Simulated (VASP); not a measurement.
# PbF2 (Pnma) in VASP: single point with PBEsol

Aim: the single point of PbF2 with PBEsol.

Program: VASP 6.6.1. These are calculated values, not measurements. Logs are shortened: lines on timing, memory, paths and dates and some standing lists are left out, and cuts for length are marked.

## Step 1: The cell of the first run

It takes space group Pnma (No. 62, orthorhombic). Conventional cell: a = 6.408 Å, b = 3.864 Å, c = 7.663 Å, α = 90.00°, β = 90.00°, γ = 90.00°. Pb (site symmetry m) has 9 F at 2.41 to 3.08 Å within 3.2 Å. F (site symmetry m) has 4 Pb at 2.45 to 2.60 Å and 8 F at 2.84 to 3.28 Å within 3.3 Å. Within 3.3 Å of F (site symmetry m) lie 5 Pb at 2.41 to 3.08 Å and 8 F at 2.96 to 3.28 Å.

## Step 2: Single point, PBEsol

INCAR reads:

```
SYSTEM = PbF2
ALGO     = Normal         ! electronic algorithm
EDIFF    = 1E-6           ! SCF threshold, eV
ENCUT    = 600            ! plane-wave cutoff, eV
GGA      = PS             ! functional
GGA_COMPAT= .False.      
ISIF     = 2              ! what is computed and relaxed
ISMEAR   = 0              ! smearing method
LASPH    = .True.         ! aspherical terms in the spheres
LCHARG   = .False.        ! write CHGCAR
LREAL    = .False.        ! projectors in reciprocal space
LWAVE    = .False.        ! write WAVECAR
NBANDS   = 68             ! bands
NELM     = 120            ! most SCF steps
PREC     = Accurate       ! precision mode
SIGMA    = 0.01           ! smearing width, eV
```

KPOINTS reads:

```
k-points
0
Gamma
  4 6 4
  0 0 0
```

POSCAR reads:

```
PbF2
1.0
    6.4081738061      0.0000000000      0.0000000000
    0.0000000000      3.8637798964      0.0000000000
    0.0000000000      0.0000000000      7.6633229591
Pb F
4 8
Direct
    0.7434623777      0.7500000000      0.1036650096
    0.2565376223      0.2500000000      0.8963349904
    0.7565376223      0.2500000000      0.6036650096
    0.2434623777      0.7500000000      0.3963349904
    0.1409492036      0.7500000000      0.0674554086
    0.8590507964      0.2500000000      0.9325445914
    0.3590507964      0.2500000000      0.5674554086
    0.6409492036      0.7500000000      0.4325445914
    0.5230191170      0.7500000000      0.8485274785
    0.4769808830      0.2500000000      0.1514725215
    0.9769808830      0.2500000000      0.3485274785
    0.0230191170      0.7500000000      0.6514725215
```

Potentials or basis: VASP PAW PBE potentials, release 64 (Pb_d, F).

Run with:

```sh
cat potpaw_PBE.64/Pb_d/POTCAR potpaw_PBE.64/F/POTCAR > POTCAR
mpirun -np 1 vasp_std > vasp.out
```

OUTCAR:

```text
SYSTEM = PbF2
   EDIFF = 1E-6
   ENCUT = 600
   GGA = PS
   ISIF = 2
   ISMEAR = 0
   LASPH = .True.
   LREAL = .False.
   NELM = 120
   PREC = Accurate

 ion  position               nearest neighbor table
   1  0.743  0.750  0.104-   9 2.41   6 2.45   6 2.45   5 2.56  10 2.60  10 2.60   8 2.60   4 3.91
                             4 3.91   2 4.00   2 4.00   2 4.13   2 4.13
   2  0.257  0.250  0.896-  10 2.41   5 2.45   5 2.45   6 2.56   9 2.60   9 2.60   7 2.60   3 3.91
                             3 3.91   1 4.00   1 4.00   1 4.13   1 4.13
   3  0.757  0.250  0.604-  11 2.41   8 2.45   8 2.45   7 2.56  12 2.60  12 2.60   6 2.60   2 3.91
                             2 3.91   4 4.00   4 4.00   4 4.13   4 4.13
   4  0.243  0.750  0.396-  12 2.41   7 2.45   7 2.45   8 2.56  11 2.60  11 2.60   5 2.60   1 3.91
                             1 3.91   3 4.00   3 4.00   3 4.13   3 4.13
   5  0.141  0.750  0.067-   2 2.45   2 2.45   1 2.56   4 2.60
   6  0.859  0.250  0.933-   1 2.45   1 2.45   2 2.56   3 2.60
   7  0.359  0.250  0.567-   4 2.45   4 2.45   3 2.56   2 2.60
   8  0.641  0.750  0.433-   3 2.45   3 2.45   4 2.56   1 2.60
   9  0.523  0.750  0.849-   1 2.41   2 2.60   2 2.60
  10  0.477  0.250  0.151-   2 2.41   1 2.60   1 2.60
  11  0.977  0.250  0.349-   3 2.41   4 2.60   4 2.60
  12  0.023  0.750  0.651-   4 2.41   3 2.60   3 2.60

  LATTYP: Found a simple orthorhombic cell.
 ALAT       =     3.8637798964
 B/A-ratio  =     1.6585245480
 C/A-ratio  =     1.9833746136

  Lattice vectors:

 A1 = (   0.0000000000,  -3.8637798964,   0.0000000000)
 A2 = (   6.4081738061,   0.0000000000,   0.0000000000)
 A3 = (   0.0000000000,   0.0000000000,   7.6633229591)

Analysis of symmetry for initial positions (statically):
=====================================================================
 Subroutine PRICEL returns:
 Original cell was already a primitive cell.

 Routine SETGRP: Setting up the symmetry group for a
 simple orthorhombic supercell.

 Subroutine GETGRP returns: Found  8 space group operations
 (whereof  2 operations were pure point group operations)
 out of a pool of  8 trial point group operations.

The static configuration has the point symmetry S_2 .
 The point group associated with its full space group is D_2h.

Analysis of symmetry for dynamics (positions and initial velocities):
=====================================================================
 Subroutine PRICEL returns:
 Original cell was already a primitive cell.

 Routine SETGRP: Setting up the symmetry group for a
 simple orthorhombic supercell.

 Subroutine GETGRP returns: Found  8 space group operations
 (whereof  2 operations were pure point group operations)
 out of a pool of  8 trial point group operations.

The dynamic configuration has the point symmetry S_2 .
 The point group associated with its full space group is D_2h.

 Subroutine INISYM returns: Found  8 space group operations
 (whereof  2 operations are pure point group operations),
 and found     1 'primitive' translations

----------------------------------------------------------------------------------------

                                     Primitive cell

  volume of cell :     189.7421

  direct lattice vectors                    reciprocal lattice vectors
     6.408173806  0.000000000  0.000000000     0.156050699  0.000000000  0.000000000
     0.000000000  3.863779896  0.000000000     0.000000000  0.258813915  0.000000000
     0.000000000  0.000000000  7.663322959     0.000000000  0.000000000  0.130491695

  length of vectors
     6.408173806  3.863779896  7.663322959     0.156050699  0.258813915  0.130491695

  position of ions in fractional coordinates (direct lattice)
     0.743462378  0.750000000  0.103665010
     0.256537622  0.250000000  0.896334990
     0.756537622  0.250000000  0.603665010
     0.243462378  0.750000000  0.396334990
     0.140949204  0.750000000  0.067455409
     0.859050796  0.250000000  0.932544591
     0.359050796  0.250000000  0.567455409
     0.640949204  0.750000000  0.432544591
     0.523019117  0.750000000  0.848527479
     0.476980883  0.250000000  0.151472521
     0.976980883  0.250000000  0.348527479
     0.023019117  0.750000000  0.651472521

  ion indices of the primitive-cell ions
   primitive index   ion index
                 1           1
                 2           2
                 3           3
                 4           4
                 5           5
                 6           6
                 7           7
                 8           8
                 9           9
                10          10
                11          11
                12          12

----------------------------------------------------------------------------------------

 KPOINTS: k-points

Automatic generation of k-mesh.
 Grid dimensions read from file:
 generate k-points for:    4    6    4

 Generating k-lattice:

  Cartesian coordinates                     Fractional coordinates (reciprocal lattice)
     0.039012675  0.000000000  0.000000000     0.250000000  0.000000000  0.000000000
     0.000000000  0.043135652  0.000000000     0.000000000  0.166666667  0.000000000
     0.000000000  0.000000000  0.032622924     0.000000000  0.000000000  0.250000000

  Length of vectors
     0.039012675  0.043135652  0.032622924

  Shift w.r.t. Gamma in fractional coordinates (k-lattice)
     0.000000000  0.000000000  0.000000000

 Subroutine IBZKPT returns following result:
 ===========================================

 Found     36 irreducible k-points:

 Following reciprocal coordinates:
            Coordinates               Weight
  0.000000  0.000000  0.000000      1.000000
  0.250000  0.000000  0.000000      2.000000
  0.500000  0.000000  0.000000      1.000000
  0.000000  0.166667  0.000000      2.000000
  0.250000  0.166667  0.000000      4.000000
  0.500000  0.166667  0.000000      2.000000
[... 16 lines left out ...]
  0.250000  0.500000  0.250000      4.000000
  0.500000  0.500000  0.250000      2.000000
 [... further k-points ...]
   k-points           NKPTS =     36   k-points in BZ     NKDIM =     36   number of bands    NBANDS=     68
   number of dos      NEDOS =    301   number of ions     NIONS =     12
   total plane-waves  NPLWV = 110592
   dimension x,y,z NGX =    54 NGY =   32 NGZ =   64
   dimension x,y,z NGXF=   108 NGYF=   64 NGZF=  128
   ions per type =               4   8
   NGX,Y,Z   is equivalent  to a cutoff of  14.01, 13.77, 13.88 a.u.
   NGXF,Y,Z  is equivalent  to a cutoff of  28.02, 27.54, 27.77 a.u.
 SYSTEM =  PbF2
   PREC   = accura    normal or accurate (medium, high low for compatibility)
   ISTART =      0    job   : 0-new  1-cont  2-samecut
   ICHARG =      2    charge: 1-file 2-atom 10-const
   ISPIN  =      1    spin polarized calculation?
   LNONCOLLINEAR =      F non collinear calculations
   LSORBIT =      F    spin-orbit coupling
   LASPH  =      T    aspherical Exc in radial PAW
   ENCUT  =  600.0 eV  44.10 Ry    6.64 a.u.  12.80  7.72 15.31*2*pi/ulx,y,z
   NELM   =    120;   NELMIN=  2; NELMDL= -5     # of ELM steps
   EDIFF  = 0.1E-05   stopping-criterion for ELM
   LREAL  =      F    real-space projection
   EDIFFG = 0.1E-04   stopping-criterion for IOM
   NSW    =      0    number of steps for IOM
   IBRION =     -1    ionic relax: 0-MD 1-quasi-New 2-CG
   NFREE  =      0    steps in history (QN), initial steepest desc. (CG)
   ISIF   =      2    stress and relaxation
   ISYM   =      2    0-nonsym 1-usesym 2-fastsym
   POTIM  = 0.5000    time-step for ionic-motion
   TEBEG  =    0.0;   TEEND  =   0.0 temperature during run
   PSTRESS=    0.0 pullay stress
   NELECT =     112.0000    total number of electrons
   NUPDOWN=      -1.0000    fix difference up-down
   EMIN   =  10.00;   EMAX   =-10.00  energy-range for DOS
   EFERMI =   0.00;   METHOD = LEGACY
   ISMEAR =     0;   SIGMA  =   0.01  broadening in eV -4-tet -1-fermi 0-gaus
   EFERMI_NEDOS =   21; number of points for ismear=-14 and -15
   IALGO  =     38    algorithm
   IMIX   =      4    mixing-type and parameters
     AMIX     =   0.40;   BMIX     =  1.00
     AMIX_MAG =   1.60;   BMIX_MAG =  1.00
  volume/ion in A,a.u.               =      15.81       106.70
  Fermi-wavevector in a.u.,A,eV,Ry     =   1.373282  2.595126 25.659256  1.885902
  Thomas-Fermi vector in A             =   2.498813
   LORBIT       =      0    0 simple, 1 ext, 2 COOP (PROOUT), +10 PAW based schemes
   GGA     = PS    functional components
   LHFCALC =     F    Hartree Fock is set to
   AEXX    =    0.0000 exact exchange contribution
   IVDW    =     0    specifies the selected vdW correction
   LEPSILON=     F    determine dielectric tensor
   LRPA    =     F    only Hartree local field effects (RPA)
 non-spin polarized calculation
 Gauss-broadening in eV      SIGMA  =   0.01
  energy-cutoff  :      600.00
  volume of cell :      189.74
 maximum number of plane-waves:      6368
 NGX is ok and might be reduce to    54
   NGX = 25   NGY = 15   NGZ = 31

 number of electron     111.9999984 magnetization

 Free energy of the ion-electron system (eV)
  ---------------------------------------------------
  ext. energy  EPLUGINS =         0.00000000
  ---------------------------------------------------
  free energy    TOTEN  =       -59.60733108 eV

  energy without entropy =      -59.60733108  energy(sigma->0) =      -59.60733108

 E-fermi :   2.7622     XC(G=0): -10.3281

 val. band max:        2.6780979445   @ k =   0.0000   0.3333   0.0000
 cond. band min:       6.8988400159   @ k =   0.0000   0.0000   0.0000
 fundamental gap:      4.2207420713
 Fermi energy:         2.7621721340

 k-point     1 :       0.0000    0.0000    0.0000
  band No.  band energies     occupation
      1     -18.7088      2.00000
      2     -18.5661      2.00000
      3     -18.3247      2.00000
      4     -18.3128      2.00000
      5     -18.1218      2.00000
      6     -18.0690      2.00000
[... 60 lines left out ...]
     67      10.5326      0.00000
     68      11.0741      0.00000

 k-point     2 :       0.2500    0.0000    0.0000
  band No.  band energies     occupation
      1     -18.6747      2.00000
      2     -18.5602      2.00000
      3     -18.3686      2.00000
      4     -18.3392      2.00000
      5     -18.0955      2.00000
      6     -18.0688      2.00000
[... 60 lines left out ...]
     67      10.5350      0.00000
     68      10.9918      0.00000

 k-point     3 :       0.5000    0.0000    0.0000
  band No.  band energies     occupation
      1     -18.5973      2.00000
      2     -18.5973      2.00000
      3     -18.3862      2.00000
      4     -18.3862      2.00000
      5     -18.0716      2.00000
      6     -18.0716      2.00000
[... 1480 lines left out ...]
     67      10.4478      0.00000
     68      10.4478      0.00000

 k-point    24 :       0.5000    0.5000    0.2500
  band No.  band energies     occupation
      1     -18.4290      2.00000
      2     -18.4290      2.00000
      3     -18.4290      2.00000
      4     -18.4290      2.00000
      5     -18.0622      2.00000
      6     -18.0622      2.00000
[... 60 lines left out ...]
     67      10.3426      0.00000
     68      10.3426      0.00000

 [... further k-points ...]

------------------------ aborting loop because EDIFF is reached ----------------------------------------

  FORCE on cell =-STRESS in cart. coord.  units (eV):
  Direction    XX          YY          ZZ          XY          YZ          ZX
  --------------------------------------------------------------------------------------
  -------------------------------------------------------------------------------------
  Total       -0.2618511     -0.2473343     -0.2600068      0.0000000      0.0000000      0.0000000
  in kB       -2.2110632     -2.0884838     -2.1954900      0.0000000      0.0000000      0.0000000
  external PRESSURE =      -2.1650123 kB  Pullay stress =       0.0000000 kB

 VOLUME and BASIS-vectors are now :
 -----------------------------------------------------------------------------
  energy-cutoff  :      600.00
  volume of cell :      189.74
      direct lattice vectors                 reciprocal lattice vectors
     6.408173806  0.000000000  0.000000000     0.156050699  0.000000000  0.000000000
     0.000000000  3.863779896  0.000000000     0.000000000  0.258813915  0.000000000
     0.000000000  0.000000000  7.663322959     0.000000000  0.000000000  0.130491695

 POSITION                                       TOTAL-FORCE (eV/Angst)
 -----------------------------------------------------------------------------------
      4.76424      2.89783      0.79442         0.007544      0.000000      0.018186
      1.64394      0.96594      6.86890        -0.007544      0.000000     -0.018186
      4.84802      0.96594      4.62608        -0.007544      0.000000      0.018186
      1.56015      2.89783      3.03724         0.007544      0.000000     -0.018186
      0.90323      2.89783      0.51693        -0.001720     -0.000000      0.006492
      5.50495      0.96594      7.14639         0.001720      0.000000     -0.006492
      2.30086      0.96594      4.34859         0.001720     -0.000000      0.006492
      4.10731      2.89783      3.31473        -0.001720     -0.000000     -0.006492
      3.35160      2.89783      6.50254        -0.003348      0.000000     -0.010623
      3.05658      0.96594      1.16078         0.003348     -0.000000      0.010623
      6.26066      0.96594      2.67088         0.003348      0.000000     -0.010623
      0.14751      2.89783      4.99244        -0.003348     -0.000000      0.010623
 -----------------------------------------------------------------------------------
    total drift:                                0.000000     -0.000000     -0.000000

  FREE ENERGIE OF THE ION-ELECTRON SYSTEM (eV)
  ---------------------------------------------------
  free  energy   TOTEN  =       -59.6073310850 eV

  energy  without entropy=      -59.6073310850  energy(sigma->0) =      -59.60733108
```

Wall time 11 min (1 thread of Intel Xeon 8259CL, shared host); peak memory 0.58 GiB.

Results:

```yaml
Free_energy: -59.6073 eV
Pressure: -0.2 GPa
Largest_force: 0.020 eV/Å
Band_gap_on_the_k_mesh: 4.22 eV (least direct gap 4.46 eV)
```

Forces on the atoms (eV/Å):
```
Pb   0.008  0.000  0.018
Pb  -0.008  0.000 -0.018
Pb  -0.008  0.000  0.018
Pb   0.008  0.000 -0.018
F   -0.002  0.000  0.006
F    0.002  0.000 -0.006
F    0.002  0.000  0.006
F   -0.002  0.000 -0.006
F   -0.003  0.000 -0.011
F    0.003  0.000  0.011
F    0.003  0.000 -0.011
F   -0.003  0.000  0.011
```

Caveat: the PAW data sets were made with another functional, which shifts forces and pressure a little; spin-orbit coupling is left out, which moves the levels of the heavy elements.
